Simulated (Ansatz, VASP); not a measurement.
## One calculation of Cs4In, two programs

```
Cs In
1.0
     6.60288    0.00000    0.00000
     0.00000    6.60288    0.00000
     0.00000    0.00000    6.60288
Cs In
4 1
Direct
  0.24378 0.75622 0.75622
  0.75622 0.24378 0.75622
  0.75622 0.75622 0.24378
  0.24378 0.24378 0.24378
  0.00000 0.00000 0.00000
```

Change from the starting cell: species swapped into the SnI4 type (P-43m, No. 215).

Alike in both runs: task single point; functional PBE; k mesh 4 × 4 × 4; occupations gaussian, width 0.1 eV; no spin polarisation.

|  | VASP | Ansatz |
| --- | --- | --- |
| version | VASP 6.6.1 | Ansatz 0.2.0 |
| potentials or method | VASP PAW PBE potentials, release 64 (Cs_sv, In_d), cutoff 520 eV | scalar-relativistic, plane waves, PAW |
| valence electrons in the cell | 49 | 49 |

Ansatz gave:

| Property | Result |
| --- | --- |
| gap on the k mesh at the Fermi level (eV) | none |
| pressure (GPa) | 8.1 |
| rms of the force components (eV/Å) | 1.912 |

Task: Estimate VASP's values.

Result: gap on the k mesh at the Fermi level (eV): none; pressure (GPa): 8.2; rms of the force components (eV/Å): 1.936.

Atom by atom the forces differ by 0.024 eV/Å (rms over components). A gap of «none» marks a metal or a gap that the smearing closes.

Neither program's run includes spin-orbit coupling.
